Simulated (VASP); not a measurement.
# Tl (Pm-3m) in VASP: a series of runs

Runs on Tl. Level: PBE. Tasks: single point.

Everything below comes from runs of VASP 6.6.1. Logs are shortened: lines on timing, memory, paths and dates and some standing lists are left out, and cuts for length are marked.

**1. The cell of the first run**

The structure is cubic, space group Pm-3m (No. 221). The conventional cell has a = 2.887 Å, b = 2.887 Å, c = 2.887 Å, α = 90.00°, β = 90.00°, γ = 90.00°. Within 3.8 Å of Tl (site symmetry m-3m) lie 6 Tl at 2.89 Å.

This isn't the form of Tl at room conditions, which is hcp.

**2. Single point, PBE (24.07 Å³/atom)**

Contents of INCAR:

```
SYSTEM = Tl
PREC = Accurate
ENCUT = 520
EDIFF = 1E-6
ISMEAR = -1
SIGMA = 0.08
LREAL = .FALSE.
LASPH = .TRUE.
NELM = 80
ALGO = Normal
ISIF = 2
LWAVE = .FALSE.
LCHARG = .FALSE.
GGA = PE
NBANDS = 12
```

Contents of KPOINTS:

```
Automatic mesh
0
G
  12 12 12
  0 0 0
```

Contents of POSCAR:

```
Tl
1.0
    2.8871115796      0.0000000000      0.0000000000
    0.0000000000      2.8871115796      0.0000000000
    0.0000000000      0.0000000000      2.8871115796
Tl
1
Direct
    0.0000000000      0.0000000000      0.0000000000
```

Potentials or basis: VASP PAW PBE potentials, release 64 (Tl_d).

Run with:

```sh
$ cat potpaw_PBE.64/Tl_d/POTCAR > POTCAR
$ mpirun -np 1 vasp_std > vasp.out
```

OUTCAR:

```text
SYSTEM = Tl
   PREC = Accurate
   ENCUT = 520
   EDIFF = 1E-6
   ISMEAR = -1
   LREAL = .FALSE.
   LASPH = .TRUE.
   NELM = 80
   ISIF = 2
   GGA = PE

 ion  position               nearest neighbor table
   1  0.000  0.000  0.000-

  LATTYP: Found a simple cubic cell.
 ALAT       =     2.8871115796

  Lattice vectors:

 A1 = (   2.8871115796,   0.0000000000,   0.0000000000)
 A2 = (   0.0000000000,   2.8871115796,   0.0000000000)
 A3 = (   0.0000000000,   0.0000000000,   2.8871115796)

Analysis of symmetry for initial positions (statically):
=====================================================================
 Subroutine PRICEL returns:
 Original cell was already a primitive cell.

 Routine SETGRP: Setting up the symmetry group for a
 simple cubic supercell.

 Subroutine GETGRP returns: Found 48 space group operations
 (whereof 48 operations were pure point group operations)
 out of a pool of 48 trial point group operations.

The static configuration has the point symmetry O_h .

Analysis of symmetry for dynamics (positions and initial velocities):
=====================================================================
 Subroutine PRICEL returns:
 Original cell was already a primitive cell.

 Routine SETGRP: Setting up the symmetry group for a
 simple cubic supercell.

 Subroutine GETGRP returns: Found 48 space group operations
 (whereof 48 operations were pure point group operations)
 out of a pool of 48 trial point group operations.

The dynamic configuration has the point symmetry O_h .

 Subroutine INISYM returns: Found 48 space group operations
 (whereof 48 operations are pure point group operations),
 and found     1 'primitive' translations

----------------------------------------------------------------------------------------

                                     Primitive cell

  volume of cell :      24.0653

  direct lattice vectors                    reciprocal lattice vectors
     2.887111580  0.000000000  0.000000000     0.346366939  0.000000000  0.000000000
     0.000000000  2.887111580  0.000000000     0.000000000  0.346366939  0.000000000
     0.000000000  0.000000000  2.887111580     0.000000000  0.000000000  0.346366939

  length of vectors
     2.887111580  2.887111580  2.887111580     0.346366939  0.346366939  0.346366939

  position of ions in fractional coordinates (direct lattice)
     0.000000000  0.000000000  0.000000000

  ion indices of the primitive-cell ions
   primitive index   ion index
                 1           1

----------------------------------------------------------------------------------------

 KPOINTS: Automatic mesh

Automatic generation of k-mesh.
 Grid dimensions read from file:
 generate k-points for:   12   12   12

 Generating k-lattice:

  Cartesian coordinates                     Fractional coordinates (reciprocal lattice)
     0.028863912  0.000000000  0.000000000     0.083333333  0.000000000  0.000000000
     0.000000000  0.028863912  0.000000000     0.000000000  0.083333333  0.000000000
     0.000000000  0.000000000  0.028863912     0.000000000  0.000000000  0.083333333

  Length of vectors
     0.028863912  0.028863912  0.028863912

  Shift w.r.t. Gamma in fractional coordinates (k-lattice)
     0.000000000  0.000000000  0.000000000

 Subroutine IBZKPT returns following result:
 ===========================================

 Found     84 irreducible k-points:

 Following reciprocal coordinates:
            Coordinates               Weight
  0.000000  0.000000  0.000000      1.000000
  0.083333  0.000000  0.000000      6.000000
  0.166667  0.000000  0.000000      6.000000
  0.250000  0.000000  0.000000      6.000000
  0.333333  0.000000  0.000000      6.000000
  0.416667  0.000000  0.000000      6.000000
[... 16 lines left out ...]
  0.333333  0.333333  0.000000     12.000000
  0.416667  0.333333  0.000000     24.000000
 [... further k-points ...]
   k-points           NKPTS =     84   k-points in BZ     NKDIM =     84   number of bands    NBANDS=     12
   number of dos      NEDOS =    301   number of ions     NIONS =      1
   total plane-waves  NPLWV =  13824
   dimension x,y,z NGX =    24 NGY =   24 NGZ =   24
   dimension x,y,z NGXF=    48 NGYF=   48 NGZF=   48
   ions per type =               1
   NGX,Y,Z   is equivalent  to a cutoff of  13.82, 13.82, 13.82 a.u.
   NGXF,Y,Z  is equivalent  to a cutoff of  27.64, 27.64, 27.64 a.u.
 SYSTEM =  Tl
   PREC   = accura    normal or accurate (medium, high low for compatibility)
   ISTART =      0    job   : 0-new  1-cont  2-samecut
   ICHARG =      2    charge: 1-file 2-atom 10-const
   ISPIN  =      1    spin polarized calculation?
   LNONCOLLINEAR =      F non collinear calculations
   LSORBIT =      F    spin-orbit coupling
   LASPH  =      T    aspherical Exc in radial PAW
   ENCUT  =  520.0 eV  38.22 Ry    6.18 a.u.   5.37  5.37  5.37*2*pi/ulx,y,z
   NELM   =     80;   NELMIN=  2; NELMDL= -5     # of ELM steps
   EDIFF  = 0.1E-05   stopping-criterion for ELM
   LREAL  =      F    real-space projection
   EDIFFG = 0.1E-04   stopping-criterion for IOM
   NSW    =      0    number of steps for IOM
   IBRION =     -1    ionic relax: 0-MD 1-quasi-New 2-CG
   NFREE  =      0    steps in history (QN), initial steepest desc. (CG)
   ISIF   =      2    stress and relaxation
   ISYM   =      2    0-nonsym 1-usesym 2-fastsym
   POTIM  = 0.5000    time-step for ionic-motion
   TEBEG  =    0.0;   TEEND  =   0.0 temperature during run
   PSTRESS=    0.0 pullay stress
   NELECT =      13.0000    total number of electrons
   NUPDOWN=      -1.0000    fix difference up-down
   EMIN   =  10.00;   EMAX   =-10.00  energy-range for DOS
   EFERMI =   0.00;   METHOD = LEGACY
   ISMEAR =    -1;   SIGMA  =   0.08  broadening in eV -4-tet -1-fermi 0-gaus
   EFERMI_NEDOS =   21; number of points for ismear=-14 and -15
   IALGO  =     38    algorithm
   IMIX   =      4    mixing-type and parameters
     AMIX     =   0.40;   BMIX     =  1.00
     AMIX_MAG =   1.60;   BMIX_MAG =  1.00
  volume/ion in A,a.u.               =      24.07       162.40
  Fermi-wavevector in a.u.,A,eV,Ry     =   1.333293  2.519559 24.186684  1.777671
  Thomas-Fermi vector in A             =   2.462163
   LORBIT       =      0    0 simple, 1 ext, 2 COOP (PROOUT), +10 PAW based schemes
   GGA     = PE    functional components
   LHFCALC =     F    Hartree Fock is set to
   AEXX    =    0.0000 exact exchange contribution
   IVDW    =     0    specifies the selected vdW correction
   LEPSILON=     F    determine dielectric tensor
   LRPA    =     F    only Hartree local field effects (RPA)
 non-spin polarized calculation
  energy-cutoff  :      520.00
  volume of cell :       24.07
 maximum number of plane-waves:       672
 NGX is ok and might be reduce to    24
   NGX = 11   NGY = 11   NGZ = 11

 number of electron      13.0000003 magnetization

 Free energy of the ion-electron system (eV)
  ---------------------------------------------------
  ext. energy  EPLUGINS =         0.00000000
  ---------------------------------------------------
  free energy    TOTEN  =        -1.65010241 eV

  energy without entropy =       -1.64265919  energy(sigma->0) =       -1.64638080

 E-fermi :   8.6026     XC(G=0): -10.9975

 val. band max:        8.6002900606   @ k =   0.3333   0.1667   0.0833
 cond. band min:       8.7551976919   @ k =   0.5000   0.4167   0.2500
 fundamental gap:      0.1549076314
 Fermi energy:         8.6026128147

 k-point     1 :       0.0000    0.0000    0.0000
  band No.  band energies     occupation
      1      -4.6079      2.00000
      2      -4.6079      2.00000
      3      -3.0467      2.00000
      4      -2.6364      2.00000
      5      -2.6364      2.00000
      6      -2.6364      2.00000
      7      16.7152      0.00000
      8      16.7152      0.00000
      9      16.7152      0.00000
     10      20.7792      0.00000
     11      22.3212      0.00000
     12      22.3212      0.00000

 k-point     2 :       0.0833    0.0000    0.0000
  band No.  band energies     occupation
      1      -4.5980      2.00000
      2      -4.5318      2.00000
      3      -2.9007      2.00000
      4      -2.6785      2.00000
      5      -2.6785      2.00000
      6      -2.6329      2.00000
      7      15.2846      0.00000
      8      16.9076      0.00000
      9      16.9076      0.00000
     10      21.2608      0.00000
     11      22.2355      0.00000
     12      23.4512      0.00000

 k-point     3 :       0.1667    0.0000    0.0000
  band No.  band energies     occupation
      1      -4.5710      2.00000
      2      -4.3492      2.00000
      3      -2.7916      2.00000
      4      -2.7916      2.00000
      5      -2.6233      2.00000
      6      -2.4296      2.00000
      7      12.8130      0.00000
      8      17.4609      0.00000
      9      17.4609      0.00000
     10      21.5038      0.00000
     11      21.9958      0.00000
     12      26.1959      0.00000
[... 286 lines left out ...]
 k-point    23 :       0.3333    0.3333    0.0000
  band No.  band energies     occupation
      1      -4.1743      2.00000
      2      -3.8109      2.00000
      3      -3.0368      2.00000
      4      -3.0169      2.00000
      5      -2.8972      2.00000
      6       1.7388      2.00000
      7       9.4766      0.00004
      8      10.6330      0.00000
      9      17.6678      0.00000
     10      22.2434      0.00000
     11      22.7935      0.00000
     12      25.3899      0.00000

 k-point    24 :       0.4167    0.3333    0.0000
  band No.  band energies     occupation
      1      -4.1319      2.00000
      2      -3.9585      2.00000
      3      -3.1265      2.00000
      4      -3.0117      2.00000
      5      -2.6394      2.00000
      6       2.9963      2.00000
      7       7.7385      1.99996
      8      11.1043      0.00000
      9      16.1687      0.00000
     10      23.0571      0.00000
     11      23.4361      0.00000
     12      24.9390      0.00000

 [... further k-points ...]

------------------------ aborting loop because EDIFF is reached ----------------------------------------

  FORCE on cell =-STRESS in cart. coord.  units (eV):
  Direction    XX          YY          ZZ          XY          YZ          ZX
  --------------------------------------------------------------------------------------
  -------------------------------------------------------------------------------------
  Total        3.0201781      3.0201781      3.0201781     -0.0000000      0.0000000      0.0000000
  in kB      201.0723852    201.0723852    201.0723852     -0.0000000      0.0000000      0.0000000
  external PRESSURE =     201.0723852 kB  Pullay stress =       0.0000000 kB

 VOLUME and BASIS-vectors are now :
 -----------------------------------------------------------------------------
  energy-cutoff  :      520.00
  volume of cell :       24.07
      direct lattice vectors                 reciprocal lattice vectors
     2.887111580  0.000000000  0.000000000     0.346366939  0.000000000  0.000000000
     0.000000000  2.887111580  0.000000000     0.000000000  0.346366939  0.000000000
     0.000000000  0.000000000  2.887111580     0.000000000  0.000000000  0.346366939

 POSITION                                       TOTAL-FORCE (eV/Angst)
 -----------------------------------------------------------------------------------
      0.00000      0.00000      0.00000         0.000000      0.000000      0.000000
 -----------------------------------------------------------------------------------
    total drift:                                0.000000     -0.000000      0.000000

  FREE ENERGIE OF THE ION-ELECTRON SYSTEM (eV)
  ---------------------------------------------------
  free  energy   TOTEN  =        -1.6501024080 eV

  energy  without entropy=       -1.6426591895  energy(sigma->0) =       -1.64638080
```

It took 13 s on 1 thread of Intel Xeon 8259CL, shared host; peak memory 0.15 GiB.

What came out:

```yaml
Free_energy: -1.6501 eV
Pressure: 20.1 GPa
Band_gap_on_the_k_mesh: zero (an odd number of electrons rules out a gap without spin polarisation)
```

Levels at points of the mesh, in eV from the Fermi level:
```csv
k point,band 4,band 5,band 6,band 7,band 8,band 9
"(0.00, 0.00, 0.00)",-11.24,-11.24,-11.24,8.11,8.11,8.11
"(0.50, 0.00, 0.00)",-11.83,-11.19,-6.42,-4.29,12.08,12.08
"(0.50, 0.50, 0.00)",-11.74,-10.67,-2.35,-0.96,-0.96,5.22
"(0.50, 0.50, 0.50)",-10.63,-10.63,2.16,2.42,2.42,2.42
```

Caveat: the cell stands under pressure; spin-orbit coupling is left out, which moves the levels of the heavy elements.

**3. Single point, PBE (27.50 Å³/atom)**

This run uses another cell than the first one, of 27.50 Å³/atom.

Contents of INCAR:

```
ALGO = Normal
EDIFF = 1E-7
ENCUT = 520
GGA = PE
ISIF = 2
ISMEAR = -1
LASPH = T
LCHARG = F
LREAL = F
LWAVE = F
NBANDS = 12
NELM = 100
PREC = Accurate
SIGMA = 0.08
```

Contents of KPOINTS:

```
k-points
0
Gamma
  12 12 12
```

Contents of POSCAR:

```
Tl
1.0
    3.0185211111      0.0000000000      0.0000000000
    0.0000000000      3.0185211111      0.0000000000
    0.0000000000      0.0000000000      3.0185211111
Tl
1
Direct
    0.0000000000      0.0000000000      0.0000000000
```

Potentials or basis: VASP PAW PBE potentials, release 64 (Tl_d).

Run with:

```sh
$ cat potpaw_PBE.64/Tl_d/POTCAR > POTCAR
$ mpirun -np 1 vasp_std > vasp.out
```

OUTCAR:

```text
EDIFF = 1E-7
   ENCUT = 520
   GGA = PE
   ISIF = 2
   ISMEAR = -1
   LASPH = T
   LREAL = F
   NELM = 100
   PREC = Accurate

 ion  position               nearest neighbor table
   1  0.000  0.000  0.000-

  LATTYP: Found a simple cubic cell.
 ALAT       =     3.0185211111

  Lattice vectors:

 A1 = (   3.0185211111,   0.0000000000,   0.0000000000)
 A2 = (   0.0000000000,   3.0185211111,   0.0000000000)
 A3 = (   0.0000000000,   0.0000000000,   3.0185211111)

Analysis of symmetry for initial positions (statically):
=====================================================================
 Subroutine PRICEL returns:
 Original cell was already a primitive cell.

 Routine SETGRP: Setting up the symmetry group for a
 simple cubic supercell.

 Subroutine GETGRP returns: Found 48 space group operations
 (whereof 48 operations were pure point group operations)
 out of a pool of 48 trial point group operations.

The static configuration has the point symmetry O_h .

Analysis of symmetry for dynamics (positions and initial velocities):
[... 168 lines left out ...]
      3      -4.1754      2.00000
      4      -4.1754      2.00000
      5      -4.1754      2.00000
      6      -3.6058      2.00000
      7      14.5261      0.00000
      8      14.5261      0.00000
      9      14.5261      0.00000
     10      18.0043      0.00000
     11      19.5670      0.00000
     12      19.5670      0.00000
[... 331 lines left out ...]
 k-point    24 :       0.4167    0.3333    0.0000
  band No.  band energies     occupation
      1      -5.2626      2.00000
      2      -5.1162      2.00000
      3      -4.5329      2.00000
      4      -4.4490      2.00000
      5      -4.1468      2.00000
      6       1.5705      2.00000
      7       6.2845      1.99977
      8       9.1024      0.00000
      9      14.1266      0.00000
     10      20.2082      0.00000
     11      20.8437      0.00000
     12      22.5701      0.00000

 [... further k-points ...]

------------------------ aborting loop because EDIFF is reached ----------------------------------------

  FORCE on cell =-STRESS in cart. coord.  units (eV):
  Direction    XX          YY          ZZ          XY          YZ          ZX
  --------------------------------------------------------------------------------------
  -------------------------------------------------------------------------------------
  Total        1.4952935      1.4952935      1.4952935      0.0000000      0.0000000      0.0000000
  in kB       87.1072650     87.1072650     87.1072650      0.0000000      0.0000000      0.0000000
  external PRESSURE =      87.1072650 kB  Pullay stress =       0.0000000 kB

 VOLUME and BASIS-vectors are now :
 -----------------------------------------------------------------------------
  energy-cutoff  :      520.00
  volume of cell :       27.50
      direct lattice vectors                 reciprocal lattice vectors
     3.018521111  0.000000000  0.000000000     0.331288059  0.000000000  0.000000000
     0.000000000  3.018521111  0.000000000     0.000000000  0.331288059  0.000000000
     0.000000000  0.000000000  3.018521111     0.000000000  0.000000000  0.331288059

 POSITION                                       TOTAL-FORCE (eV/Angst)
 -----------------------------------------------------------------------------------
      0.00000      0.00000      0.00000         0.000000      0.000000      0.000000
 -----------------------------------------------------------------------------------
    total drift:                                0.000000     -0.000000      0.000000

  FREE ENERGIE OF THE ION-ELECTRON SYSTEM (eV)
  ---------------------------------------------------
  free  energy   TOTEN  =        -1.9455536347 eV

  energy  without entropy=       -1.9366847076  energy(sigma->0) =       -1.94111917
```

OSZICAR:

```text
N       E                     dE             d eps       ncg     rms          rms(c)
DAV:   1     0.522869638907E+02    0.52287E+02   -0.68274E+03  2112   0.953E+02
DAV:   2    -0.134135759708E+01   -0.53628E+02   -0.52569E+02  2304   0.216E+02
DAV:   3    -0.197757491310E+01   -0.63622E+00   -0.63585E+00  2352   0.212E+01
DAV:   4    -0.198077923191E+01   -0.32043E-02   -0.32042E-02  2316   0.173E+00
DAV:   5    -0.198082025127E+01   -0.41019E-04   -0.41019E-04  2364   0.191E-01    0.340E+00
DAV:   6    -0.195087907227E+01    0.29941E-01   -0.49783E-02  2260   0.217E+00    0.229E+00
DAV:   7    -0.194588304615E+01    0.49960E-02   -0.20215E-02  2272   0.139E+00    0.742E-01
DAV:   8    -0.194554637631E+01    0.33667E-03   -0.15197E-03  2280   0.352E-01    0.411E-02
DAV:   9    -0.194554942739E+01   -0.30511E-05   -0.10455E-05  2352   0.328E-02    0.130E-02
DAV:  10    -0.194555359255E+01   -0.41652E-05   -0.28486E-06  2244   0.138E-02    0.785E-04
DAV:  11    -0.194555363466E+01   -0.42111E-07   -0.98455E-08  2124   0.242E-03
   1 F= -.19455536E+01 E0= -.19411192E+01  d E =-.886893E-02
```

stdout:

```text
POSCAR found type information on POSCAR Tl
 POSCAR found :  1 types and       1 ions
 scaLAPACK will be used
 LDA part: xc-table for (Slater+PW92), standard interpolation
 POSCAR, INCAR and KPOINTS ok, starting setup
 FFT: planning ... GRIDC
 FFT: planning ... GRID_SOFT
 FFT: planning ... GRID
 WAVECAR not read
 entering main loop
```

It took 14 s on 1 thread of Intel Xeon 8259CL, shared host; peak memory 0.15 GiB.

What came out:

* Free energy: -1.9456 eV
* Pressure: 8.7 GPa
* Band gap on the k mesh: zero (an odd number of electrons rules out a gap without spin polarisation)

Levels at points of the mesh, in eV from the Fermi level:
```tsv
k point	band 4	band 5	band 6	band 7	band 8	band 9
(0.00, 0.00, 0.00)	-11.19	-11.19	-10.62	7.52	7.52	7.52
(0.50, 0.00, 0.00)	-11.62	-11.15	-6.43	-3.61	10.91	10.91
(0.50, 0.50, 0.00)	-11.55	-10.76	-2.96	-0.69	-0.69	4.95
(0.50, 0.50, 0.50)	-10.73	-10.73	0.76	2.22	2.22	2.22
```

Caveat: the cell stands under pressure; spin-orbit coupling is left out, which moves the levels of the heavy elements.

(Part 1 of 2 ends here.)

The gap in the log of VASP goes by the Fermi energy; the results here count the filled bands.